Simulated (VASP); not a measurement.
## Be2Ge: single point with PBE

Crystal: Be2Ge.

```xyz
24
Lattice="0.0000 5.3566 5.3566 5.3566 0.0000 5.3566 5.3566 5.3566 0.0000" Properties=species:S:1:pos:R:3 pbc="T T T"
Ge   -0.0565    0.0647    0.0443
Ge    2.6756    2.6026    0.0724
Ge    2.6839    0.1075    2.5908
Ge    5.2597    2.7053    2.6802
Ge   -0.0445    2.5713    2.6460
Ge    2.6172    5.2087    2.6032
Ge    2.8227    2.7181    5.3746
Ge    5.3734    5.4312    5.3562
Be    1.2022    1.6207    1.2587
Be    3.8840    3.9269    3.8564
Be    4.1040    4.0147    1.3965
Be    6.5852    6.7612    4.1239
Be    3.9911    1.5376    4.0617
Be    6.9085    3.7392    6.6936
Be    6.6433    3.8315    4.0602
Be    9.4561    6.4456    6.7118
Be    1.2979    4.1610    4.2695
Be    4.1664    6.3467    6.8774
Be    4.0141    6.4818    3.7488
Be    6.7414    9.5906    6.7898
Be    3.9416    4.3341    6.4459
Be    6.7078    6.6593    9.5452
Be    7.0912    7.0920    6.9953
Be    9.7366    9.3001    9.3448
```

```
Program                : VASP 6.6.1
Task                   : single point
Functional             : PBE
Potentials or basis    : VASP PAW PBE potentials, release 64 (Ge_d, Be)
Cutoff                 : 520 eV
k mesh                 : 2 × 2 × 2
Occupations            : fermi-dirac, width 0.146 eV
Spin                   : no spin polarisation
Dipole correction      : no
Further INCAR settings : LREAL = Auto; ALGO = Normal; EDIFF = 1e-06; NBANDS = 90
```

| Item | Value |
| --- | --- |
| Pressure | 5.6 GPa |
| Largest force | 3.278 eV/Å |
| Band gap on the k mesh | 0.17 eV |

Forces in eV/Å, atoms in the order of the input:
```
Ge   0.568 -0.641 -0.690
Ge   2.619 -0.386 -1.933
Ge  -1.064 -0.487  2.461
Ge   1.486 -0.778 -0.576
Ge  -0.189  1.044  0.046
Ge  -1.295  0.563  0.180
Ge  -1.362  0.379  0.917
Ge   1.335 -0.608 -0.875
Be   0.440 -1.504  0.228
Be   0.714  0.789  0.919
Be  -0.518 -0.019 -0.826
Be   0.656  0.132 -0.190
Be   0.059 -1.373 -0.709
Be  -1.492  1.325  0.387
Be   0.420  0.834  0.234
Be  -1.130  1.163  0.827
Be   0.365 -0.782 -0.624
Be   0.826  1.997 -0.462
Be   0.157  0.338  0.906
Be  -0.314 -1.015 -0.354
Be  -0.174 -0.985  0.827
Be   0.235  0.353 -0.814
Be  -0.762 -0.573 -0.008
Be  -1.578  0.233  0.128
```

Stress tensor (GPa, compression positive):
```
 5.75  0.13 -3.64
 0.13  5.96  1.85
-3.64  1.85  5.07
```

Levels at points of the mesh, in eV from the valence-band top:
```
           k point  band 69  band 70  band 71  band 72  band 73  band 74  band 75  band 76
(0.00, 0.00, 0.00)    -0.62    -0.22    -0.04     0.00     0.17     0.29     0.37     0.51
(0.50, 0.00, 0.00)    -1.06    -1.00    -0.47    -0.03     0.65     0.74     0.87     0.98
(0.00, 0.50, 0.00)    -1.12    -1.01    -0.54    -0.29     0.48     0.60     0.70     0.85
(0.00, 0.00, 0.50)    -1.43    -0.59    -0.41    -0.02     0.47     0.52     0.79     1.04
(0.50, 0.50, 0.50)    -1.18    -1.07    -0.69    -0.04     0.51     0.60     0.74     0.81
(0.50, 0.50, 0.00)    -1.77    -1.29    -1.14    -0.86     0.54     0.74     1.47     1.60
(0.00, 0.50, 0.50)    -1.83    -1.28    -1.11    -0.98     0.55     0.71     1.41     1.51
(0.50, 0.00, 0.50)    -1.79    -1.63    -1.33    -0.87     0.58     0.62     1.48     1.50
```

Run time: 7.3 min on 1 thread of Intel(R) Xeon(R) Platinum 8488C (Sapphire Rapids) (shared host), peak memory 0.48 GiB.

Caveat: the k points lie up to 0.51 Å⁻¹ apart; the atoms stand as in a frame of molecular dynamics; the structure was generated, so it needn't be the stable form of Be2Ge; forces of over 1 eV/Å act on the atoms, so gaps and moduli don't describe the material at rest. A k mesh can miss the band edges.
